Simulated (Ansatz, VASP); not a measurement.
One calculation of MgO, two programs

Contents of INCAR:

```
SYSTEM = MgO
  PREC = Accurate
  ENCUT = 600
  EDIFF = 1E-6
  ISMEAR = 0
  SIGMA = 0.05
  LREAL = .False.
  LASPH = .True.
  NELM = 120
  ALGO = Normal
  ISIF = 2
  LWAVE = .False.
  LCHARG = .False.
  GGA = PE
  NBANDS = 11
  GGA_COMPAT = .False.
```

The input KPOINTS:

```
Automatic mesh
0
Gamma
  10 10 10
  0 0 0
```

Contents of POSCAR:

```
MgO
1.0
    0.0000000000      2.1095627621      2.1095627621
    2.1095627621      0.0000000000      2.1095627621
    2.1095627621      2.1095627621      0.0000000000
Mg O
1 1
Direct
    0.0266123684      0.0266123684     -0.0266123684
    0.4595716224      0.4595716224      0.5404283776
```

Input for Ansatz:

```yaml
crystal:
  lattice:
    - [0.0, 2.1095627621, 2.1095627621]
    - [2.1095627621, 0.0, 2.1095627621]
    - [2.1095627621, 2.1095627621, 0.0]
  atoms:
    - { symbol: Mg, position: [0.0266123684, 0.0266123684, -0.0266123684] }
    - { symbol: O, position: [0.4595716224, 0.4595716224, 0.5404283776] }
basis:
  ecutwfc: 520.0
kpoints:
  mp_grid: { grid: [10, 10, 10] }
hamiltonian:
  xc: pbe
  pseudopotentials: { kind: paw, azcp: { folder: soft_1 } }
scf:
  occupations: { method: gaussian, width: 0.05 }
output:
  forces: true
  stress: true
  eigenvalues: true
```

Change from the starting cell: mode 6 frozen in at -0.172 Å, equal normal strain along x, y and z -0.0083.

Alike in both runs: task single point; functional PBE; k mesh 10 × 10 × 10; occupations gaussian, width 0.05 eV; no spin polarisation.

```csv
,VASP,Ansatz
version,VASP 6.6.1,Ansatz 0.2.0
potentials or method,"VASP PAW PBE potentials, release 64 (Mg, O), cutoff 600 eV","scalar-relativistic, plane waves, PAW"
valence electrons in the cell,8,16
```

|  | VASP | Ansatz | Ansatz less VASP |
| --- | --- | --- | --- |
| gap on the k mesh at the Fermi level (eV) | 4.66 | 4.68 | +0.017 |
| least direct gap on the mesh (eV) | 4.66 | 4.68 | +0.017 |
| pressure (GPa) | 11.6 | 12.4 | +0.86 |
| traceless stress, the component that is largest in VASP (GPa) | 20.90 | 20.53 | -0.367 |
| rms of the force components (eV/Å) | 1.431 | 1.409 | -0.0225 |

Atom by atom the forces differ by 0.023 eV/Å (rms over components). VASP's potentials hold 8 valence electrons a cell and Ansatz's 16, so a difference there can come from the potentials and not from the codes.
